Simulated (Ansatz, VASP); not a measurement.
**SiO2: VASP beside Ansatz**

POSCAR

```
SiO2
1.0
    4.1014850227      0.0000000000      0.0000000000
    0.0000000000      4.1014850227      0.0000000000
    0.0000000000      0.0000000000      2.6154630931
Si O
2 4
Direct
    0.0000000000      0.0000000000      0.0000000000
    0.5000000000      0.5000000000      0.5000000000
    0.3041475490      0.3041475490      0.0000000000
    0.1958524510      0.8041475490      0.5000000000
    0.8041475490      0.1958524510      0.5000000000
    0.6958524510      0.6958524510      0.0000000000
```

INCAR.step1

```
SYSTEM = SiO2
PREC = Accurate ; ENCUT = 520
EDIFF = 1E-5 ; ISMEAR = 0
SIGMA = 0.01 ; LREAL = .False.
LASPH = .True. ; NELM = 100
ALGO = Normal ; ISIF = 2
LWAVE = .True. ; LCHARG = .False.
GGA = PE ; NBANDS = 25
KPAR = 4
```

The input INCAR.step2:

```
SYSTEM = SiO2
PREC = Accurate ; ENCUT = 520
EDIFF = 1E-6 ; ISMEAR = 0
SIGMA = 0.01 ; LREAL = .False.
LASPH = .True. ; NELM = 100
ALGO = Normal ; ISIF = 2
LWAVE = .False. ; LCHARG = .False.
GGA = PE ; LHFCALC = .True.
HFSCREEN = 0.2079 ; PRECFOCK = Fast
ISTART = 1 ; NBANDS = 25
KPAR = 4
```

The input KPOINTS:

```
Automatic mesh
0
Gamma
  4 4 6
  0 0 0
```

Input for Ansatz:

```yaml
crystal:
  lattice:
    - [4.1014850227, 0.0, 0.0]
    - [0.0, 4.1014850227, 0.0]
    - [0.0, 0.0, 2.6154630931]
  atoms:
    - { symbol: Si, position: [0.0, 0.0, 0.0] }
    - { symbol: Si, position: [0.5, 0.5, 0.5] }
    - { symbol: O, position: [0.304147549, 0.304147549, 0.0] }
    - { symbol: O, position: [0.195852451, 0.804147549, 0.5] }
    - { symbol: O, position: [0.804147549, 0.195852451, 0.5] }
    - { symbol: O, position: [0.695852451, 0.695852451, 0.0] }
kpoints:
  mp_grid: { grid: [4, 4, 6] }
  band_path:
    path:
      - [0.0, 0.0, 0.0]
      - [0.0, 0.5, 0.0]
      - [0.5, 0.5, 0.0]
      - [0.0, 0.0, 0.5]
      - [0.0, 0.5, 0.5]
      - [0.5, 0.5, 0.5]
    npoints: 1
hamiltonian:
  xc: hse06
scf:
  occupations: { method: fixed }
  n_extra_bands: 5
output:
  forces: true
  stress: true
  eigenvalues: true
  write_density: true
  write_potential: true
  elf: true
  volumetric_format: npy
```

Change from the starting cell: hydrostatic strain -2.0%.

Alike in both runs: task single point; functional HSE06; k mesh 4 × 4 × 6; no spin polarisation.

|  | VASP | Ansatz |
| --- | --- | --- |
| version | VASP 6.6.1 | Ansatz 0.2.0 |
| potentials or method | VASP PAW PBE potentials, release 64 (Si, O) | plane waves, PAW |
| plane-wave cutoff (eV) | 520 | 420 |
| occupations | gaussian, width 0.01 eV | fixed |
| valence electrons in the cell | 32 | 32 |

VASP gave:

```
gap on the k mesh at the Fermi level (eV)                     : 8.75
pressure (GPa)                                                : 19.8
traceless stress, the component that is largest in VASP (GPa) : 3.77
rms of the force components (eV/Å)                            : 0.016
```

Task: What did Ansatz give for the same quantities?

Result: gap on the k mesh at the Fermi level (eV): 8.77; pressure (GPa): 19.8; traceless stress, the component that is largest in VASP (GPa): 3.32; rms of the force components (eV/Å): 0.024.

Atom by atom the forces differ by 0.008 eV/Å (rms over components). Ansatz's warnings: stress exchange threshold loose, stress scf threshold loose.
